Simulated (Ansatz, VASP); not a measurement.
# BaZrO3: VASP beside Ansatz

```
CELL_PARAMETERS angstrom
4.14808 0.00000 0.00000
0.00000 4.14808 0.00000
0.00000 0.00000 4.14808
ATOMIC_POSITIONS crystal
Ba 0.00000 0.00000 0.00000
Zr 0.50000 0.50000 0.50000
O 0.00000 0.50000 0.50000
O 0.50000 0.00000 0.50000
O 0.50000 0.50000 0.00000
```

Alike in both runs: task relaxation of the atoms; functional r2SCAN; k mesh 8 × 8 × 8; occupations fermi-dirac, width 0.02 eV; no spin polarisation.

|  | VASP | Ansatz |
| --- | --- | --- |
| version | VASP 6.6.1 | Ansatz 0.2.0 |
| potentials or method | VASP PAW PBE potentials, release 64 (Ba_sv, Zr_sv, O), cutoff 520 eV | PAW plane waves |
| valence electrons in the cell | 40 | 40 |

|  | VASP | Ansatz | Ansatz less VASP |
| --- | --- | --- | --- |
| gap on the k mesh at the Fermi level, each at its own relaxed structure (eV) | 3.78 | 3.84 | +0.065 |

VASP's potentials were made for PBE, not for r2SCAN. Ansatz's warnings: stress scf threshold loose.

Neither program's run includes spin-orbit coupling. Noted on VASP's run: the relaxation stopped at its first step, so nothing moved.
